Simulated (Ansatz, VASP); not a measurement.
# Ga: VASP beside Ansatz

```
Ga
1.0
     0.00000    2.11863    2.11863
     2.11863    0.00000    2.11863
     2.11863    2.11863    0.00000
Ga
1
Direct
  0.00000 0.00000 0.00000
```

Alike in both runs: task single point; functional BLYP; k mesh 20 × 20 × 20; occupations fermi-dirac, width 0.1 eV; no spin polarisation.

|  | VASP | Ansatz |
| --- | --- | --- |
| version | VASP 6.6.1 | Ansatz 0.2.0 |
| potentials or method | VASP PAW PBE potentials, release 64 (Ga_d), cutoff 520 eV | plane waves (420 eV) with PAW, scalar-relativistic |
| valence electrons in the cell | 13 | 13 |

|  | VASP | Ansatz | Ansatz less VASP |
| --- | --- | --- | --- |
| pressure (GPa) | 5.3 | 5.3 | 0.00 |

VASP's potentials were made for PBE, not for BLYP.
